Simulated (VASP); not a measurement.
# SiC2 (P-3m1) in VASP: a series of runs

The runs below take SiC2 through single point, relaxation of cell and atoms, with PBE.

Program: VASP 6.6.1. These are calculated values, not measurements. Logs are shortened: lines on timing, memory, paths and dates and some standing lists are left out, and cuts for length are marked.

## 1. The cell of the first run

It takes space group P-3m1 (No. 164, trigonal). The conventional cell has a = 2.680 Å, b = 2.680 Å, c = 6.564 Å, α = 90.00°, β = 90.00°, γ = 120.00°. Si (site symmetry -3m) has 6 C at 2.68 Å and 6 Si at 2.68 Å within 3.5 Å. Within 3.5 Å of C (site symmetry 3m) lie 3 Si at 2.68 Å and 9 C at 2.68 Å.

## 2. Single point, PBE

Contents of INCAR:

```
SYSTEM = SiC2
PREC = Accurate ; ENCUT = 520
EDIFF = 1E-6 ; ISMEAR = 0
SIGMA = 0.1 ; LREAL = .FALSE.
LASPH = .TRUE. ; NELM = 80
ALGO = Normal ; ISIF = 2
LWAVE = .FALSE. ; LCHARG = .FALSE.
GGA = PE ; NBANDS = 13
```

Contents of KPOINTS:

```
Automatic mesh
0
G
  6 6 4
  0 0 0
```

Contents of POSCAR:

```
SiC2
1.0
    2.6798104000      0.0000000000      0.0000000000
   -1.3399052000      2.3207838900      0.0000000000
    0.0000000000      0.0000000000      6.5641681000
Si C
1 2
Direct
    0.0000000000      0.0000000000      0.0000000000
    0.3333333300      0.6666666700      0.6666666700
    0.6666666700      0.3333333300      0.3333333300
```

Potentials or basis: VASP PAW PBE potentials, release 64 (Si, C).

Run with:

```sh
$ cat potpaw_PBE.64/Si/POTCAR potpaw_PBE.64/C/POTCAR > POTCAR
$ mpirun -np 1 vasp_std > vasp.out
```

OUTCAR:

```text
SYSTEM = SiC2
   PREC = Accurate
   ENCUT = 520
   EDIFF = 1E-6
   ISMEAR = 0
   LREAL = .FALSE.
   LASPH = .TRUE.
   NELM = 80
   ISIF = 2
   GGA = PE

 ion  position               nearest neighbor table
   1  0.000  0.000  0.000-
   2  0.333  0.667  0.667-
   3  0.667  0.333  0.333-

  LATTYP: Found a hexagonal cell.
 ALAT       =     2.6798104000
 C/A-ratio  =     2.4494897475

  Lattice vectors:

 A1 = (   2.6798104000,   0.0000000000,   0.0000000000)
 A2 = (  -1.3399052000,   2.3207838900,   0.0000000000)
 A3 = (   0.0000000000,   0.0000000000,   6.5641681000)

Analysis of symmetry for initial positions (statically):
=====================================================================
 Subroutine PRICEL returns:
 Original cell was already a primitive cell.

 Routine SETGRP: Setting up the symmetry group for a
 hexagonal supercell.

 Subroutine GETGRP returns: Found 12 space group operations
 (whereof 12 operations were pure point group operations)
 out of a pool of 24 trial point group operations.

The static configuration has the point symmetry D_3d.

Analysis of symmetry for dynamics (positions and initial velocities):
=====================================================================
 Subroutine PRICEL returns:
 Original cell was already a primitive cell.

 Routine SETGRP: Setting up the symmetry group for a
 hexagonal supercell.

 Subroutine GETGRP returns: Found 12 space group operations
 (whereof 12 operations were pure point group operations)
 out of a pool of 24 trial point group operations.

The dynamic configuration has the point symmetry D_3d.

 Subroutine INISYM returns: Found 12 space group operations
 (whereof 12 operations are pure point group operations),
 and found     1 'primitive' translations

----------------------------------------------------------------------------------------

                                     Primitive cell

  volume of cell :      40.8243

  direct lattice vectors                    reciprocal lattice vectors
     2.679810400  0.000000000  0.000000000     0.373160728  0.215444446  0.000000000
    -1.339905200  2.320783890  0.000000000     0.000000000  0.430888892  0.000000000
     0.000000000  0.000000000  6.564168100     0.000000000  0.000000000  0.152342229

  length of vectors
     2.679810400  2.679810405  6.564168100     0.430888893  0.430888892  0.152342229

  position of ions in fractional coordinates (direct lattice)
     0.000000000  0.000000000  0.000000000
     0.333333330  0.666666670  0.666666670
     0.666666670  0.333333330  0.333333330

  ion indices of the primitive-cell ions
   primitive index   ion index
                 1           1
                 2           2
                 3           3

----------------------------------------------------------------------------------------

 KPOINTS: Automatic mesh

Automatic generation of k-mesh.
 Grid dimensions read from file:
 generate k-points for:    6    6    4

 Generating k-lattice:

  Cartesian coordinates                     Fractional coordinates (reciprocal lattice)
     0.062193455  0.035907408  0.000000000     0.166666667  0.000000000  0.000000000
     0.000000000  0.071814815  0.000000000     0.000000000  0.166666667  0.000000000
     0.000000000  0.000000000  0.038085557     0.000000000  0.000000000  0.250000000

  Length of vectors
     0.071814816  0.071814815  0.038085557

  Shift w.r.t. Gamma in fractional coordinates (k-lattice)
     0.000000000  0.000000000  0.000000000

 Subroutine IBZKPT returns following result:
 ===========================================

 Found     24 irreducible k-points:

 Following reciprocal coordinates:
            Coordinates               Weight
  0.000000  0.000000  0.000000      1.000000
  0.166667 -0.000000  0.000000      6.000000
  0.333333  0.000000  0.000000      6.000000
  0.500000  0.000000  0.000000      3.000000
  0.166667  0.166667  0.000000      6.000000
  0.333333  0.166667  0.000000     12.000000
[... 16 lines left out ...]
  0.333333  0.166667  0.500000     12.000000
  0.333333  0.333333  0.500000      2.000000
   k-points           NKPTS =     24   k-points in BZ     NKDIM =     24   number of bands    NBANDS=     13
   number of dos      NEDOS =    301   number of ions     NIONS =      3
   total plane-waves  NPLWV =  20000
   dimension x,y,z NGX =    20 NGY =   20 NGZ =   50
   dimension x,y,z NGXF=    40 NGYF=   40 NGZF=  100
   ions per type =               1   2
   NGX,Y,Z   is equivalent  to a cutoff of  12.41, 12.41, 12.66 a.u.
   NGXF,Y,Z  is equivalent  to a cutoff of  24.81, 24.81, 25.33 a.u.
 SYSTEM =  SiC2
   PREC   = accura    normal or accurate (medium, high low for compatibility)
   ISTART =      0    job   : 0-new  1-cont  2-samecut
   ICHARG =      2    charge: 1-file 2-atom 10-const
   ISPIN  =      1    spin polarized calculation?
   LNONCOLLINEAR =      F non collinear calculations
   LSORBIT =      F    spin-orbit coupling
   LASPH  =      T    aspherical Exc in radial PAW
   ENCUT  =  520.0 eV  38.22 Ry    6.18 a.u.   4.98  4.98 12.21*2*pi/ulx,y,z
   NELM   =     80;   NELMIN=  2; NELMDL= -5     # of ELM steps
   EDIFF  = 0.1E-05   stopping-criterion for ELM
   LREAL  =      F    real-space projection
   EDIFFG = 0.1E-04   stopping-criterion for IOM
   NSW    =      0    number of steps for IOM
   IBRION =     -1    ionic relax: 0-MD 1-quasi-New 2-CG
   NFREE  =      0    steps in history (QN), initial steepest desc. (CG)
   ISIF   =      2    stress and relaxation
   ISYM   =      2    0-nonsym 1-usesym 2-fastsym
   POTIM  = 0.5000    time-step for ionic-motion
   TEBEG  =    0.0;   TEEND  =   0.0 temperature during run
   PSTRESS=    0.0 pullay stress
   NELECT =      12.0000    total number of electrons
   NUPDOWN=      -1.0000    fix difference up-down
   EMIN   =  10.00;   EMAX   =-10.00  energy-range for DOS
   EFERMI =   0.00;   METHOD = LEGACY
   ISMEAR =     0;   SIGMA  =   0.10  broadening in eV -4-tet -1-fermi 0-gaus
   EFERMI_NEDOS =   21; number of points for ismear=-14 and -15
   IALGO  =     38    algorithm
   IMIX   =      4    mixing-type and parameters
     AMIX     =   0.40;   BMIX     =  1.00
     AMIX_MAG =   1.60;   BMIX_MAG =  1.00
  volume/ion in A,a.u.               =      13.61        91.83
  Fermi-wavevector in a.u.,A,eV,Ry     =   1.088502  2.056970 16.120670  1.184836
  Thomas-Fermi vector in A             =   2.224685
   LORBIT       =      0    0 simple, 1 ext, 2 COOP (PROOUT), +10 PAW based schemes
   GGA     = PE    functional components
   LHFCALC =     F    Hartree Fock is set to
   AEXX    =    0.0000 exact exchange contribution
   IVDW    =     0    specifies the selected vdW correction
   LEPSILON=     F    determine dielectric tensor
   LRPA    =     F    only Hartree local field effects (RPA)
 non-spin polarized calculation
 Gauss-broadening in eV      SIGMA  =   0.10
  energy-cutoff  :      520.00
  volume of cell :       40.82
 maximum number of plane-waves:      1125
   NGX =  9   NGY =  9   NGZ = 25

 number of electron      12.0000000 magnetization

 Free energy of the ion-electron system (eV)
  ---------------------------------------------------
  ext. energy  EPLUGINS =         0.00000000
  ---------------------------------------------------
  free energy    TOTEN  =       -13.00374267 eV

  energy without entropy =      -12.99103781  energy(sigma->0) =      -12.99739024

 E-fermi :   4.4816     XC(G=0): -10.4205

 val. band max:        4.4474460090   @ k =   0.3333   0.1667   0.0000
 cond. band min:       4.5062892038   @ k =   0.1667   0.1667   0.2500
 fundamental gap:      0.0588431948
 Fermi energy:         4.4815793057

 k-point     1 :       0.0000    0.0000    0.0000
  band No.  band energies     occupation
      1      -8.8675      2.00000
      2      -6.2849      2.00000
      3      -5.4558      2.00000
      4       2.8487      2.00000
      5       3.0960      2.00000
      6       8.0016      0.00000
      7       8.0016      0.00000
      8       8.3881      0.00000
      9       8.3881      0.00000
     10      10.5280      0.00000
     11      15.6698      0.00000
     12      15.6698      0.00000
     13      16.7658      0.00000

 k-point     2 :       0.1667   -0.0000    0.0000
  band No.  band energies     occupation
      1      -8.1994      2.00000
      2      -5.7169      2.00000
      3      -4.8066      2.00000
      4       3.2542      2.00000
      5       3.5411      2.00000
      6       6.1747      0.00000
      7       6.9256      0.00000
      8       7.4492      0.00000
      9       8.0862      0.00000
     10      10.0279      0.00000
     11      11.1815      0.00000
     12      13.5310      0.00000
     13      15.5624      0.00000

 k-point     3 :       0.3333    0.0000    0.0000
  band No.  band energies     occupation
      1      -6.2817      2.00000
      2      -4.1869      2.00000
      3      -2.9166      2.00000
      4       2.0403      2.00000
      5       3.1041      2.00000
      6       4.2844      1.99471
      7       5.1895      0.00000
      8       6.2445      0.00000
      9       6.5741      0.00000
     10       7.4622      0.00000
     11       9.8994      0.00000
     12      11.8050      0.00000
     13      13.5018      0.00000

 k-point     4 :       0.5000    0.0000    0.0000
  band No.  band energies     occupation
      1      -4.0397      2.00000
      2      -3.4159      2.00000
      3      -0.7262      2.00000
      4      -0.0975      2.00000
      5       0.9782      2.00000
      6       1.5799      2.00000
      7       6.1400      0.00000
      8       6.2001      0.00000
      9       6.3907      0.00000
     10       7.1680      0.00000
     11       9.1971      0.00000
     12      11.2228      0.00000
     13      12.6213      0.00000

 k-point     5 :       0.1667    0.1667    0.0000
  band No.  band energies     occupation
      1      -6.9023      2.00000
      2      -4.6520      2.00000
      3      -3.5327      2.00000
      4       3.3367      2.00000
      5       3.9077      2.00000
      6       4.9205      0.00000
      7       4.9339      0.00000
      8       6.3780      0.00000
      9       6.7039      0.00000
     10       8.3219      0.00000
     11       8.5110      0.00000
     12      10.6080      0.00000
     13      16.8793      0.00000
[... 257 lines left out ...]
 k-point    22 :       0.1667    0.1667    0.5000
  band No.  band energies     occupation
      1      -6.3935      2.00000
      2      -5.9907      2.00000
      3      -1.9410      2.00000
      4       1.3648      2.00000
      5       4.2625      1.99805
      6       4.3465      1.94384
      7       6.0720      0.00000
      8       6.2162      0.00000
      9       7.1776      0.00000
     10       8.8096      0.00000
     11       8.9507      0.00000
     12       9.9693      0.00000
     13      16.4783      0.00000

 k-point    23 :       0.3333    0.1667    0.5000
  band No.  band energies     occupation
      1      -4.0780      2.00000
      2      -3.9956      2.00000
      3      -0.7961      2.00000
      4       0.9467      2.00000
      5       2.1852      2.00000
      6       3.4667      2.00000
      7       4.0721      2.00000
      8       5.0866      0.00000
      9       5.4009      0.00000
     10       6.4570      0.00000
     11       8.0331      0.00000
     12       9.8336      0.00000
     13      14.6123      0.00000

 k-point    24 :       0.3333    0.3333    0.5000
  band No.  band energies     occupation
      1      -2.9060      2.00000
      2      -2.9060      2.00000
      3       0.6124      2.00000
      4       0.9620      2.00000
      5       0.9620      2.00000
      6       1.8441      2.00000
      7       4.2735      1.99675
      8       4.2735      1.99675
      9       5.3750      0.00000
     10       5.7218      0.00000
     11       5.7218      0.00000
     12       9.1743      0.00000
     13      15.2894      0.00000

------------------------ aborting loop because EDIFF is reached ----------------------------------------

  FORCE on cell =-STRESS in cart. coord.  units (eV):
  Direction    XX          YY          ZZ          XY          YZ          ZX
  --------------------------------------------------------------------------------------
  -------------------------------------------------------------------------------------
  Total       -4.0400739     -4.0400739     -7.4140525      0.0000000      0.0000000      0.0000000
  in kB     -158.5555421   -158.5555430   -290.9697068      0.0000000      0.0000000      0.0000000
  external PRESSURE =    -202.6935973 kB  Pullay stress =       0.0000000 kB

 VOLUME and BASIS-vectors are now :
 -----------------------------------------------------------------------------
  energy-cutoff  :      520.00
  volume of cell :       40.82
      direct lattice vectors                 reciprocal lattice vectors
     2.679810400  0.000000000  0.000000000     0.373160728  0.215444446  0.000000000
    -1.339905200  2.320783890  0.000000000     0.000000000  0.430888892  0.000000000
     0.000000000  0.000000000  6.564168100     0.000000000  0.000000000  0.152342229

 POSITION                                       TOTAL-FORCE (eV/Angst)
 -----------------------------------------------------------------------------------
      0.00000      0.00000      0.00000        -0.000000      0.000000      0.000000
     -0.00000      1.54719      4.37611         0.000000     -0.000000      0.181576
      1.33991      0.77359      2.18806         0.000000      0.000000     -0.181576
 -----------------------------------------------------------------------------------
    total drift:                               -0.000000      0.000000     -0.000000

  FREE ENERGIE OF THE ION-ELECTRON SYSTEM (eV)
  ---------------------------------------------------
  free  energy   TOTEN  =       -13.0037426714 eV

  energy  without entropy=      -12.9910378104  energy(sigma->0) =      -12.99739024
```

Wall time 6.9 s (1 thread of Intel Xeon Platinum 8559C (Emerald Rapids), shared host); peak memory 0.14 GiB.

What came out:

```yaml
Free_energy: -13.0037 eV
Pressure: -20.3 GPa
Largest_force: 0.182 eV/Å
Band_gap_on_the_k_mesh: zero (band 6 reaches 8.02 eV, above the bottom of band 7 at 2.62 eV)
```

Forces in eV/Å, atoms in the order of the input:
```
Si   0.000  0.000  0.000
C    0.000  0.000  0.182
C    0.000  0.000 -0.182
```

Caveat: the k points lie up to 0.45 Å⁻¹ apart.

(Continued in part 2 of 2.)
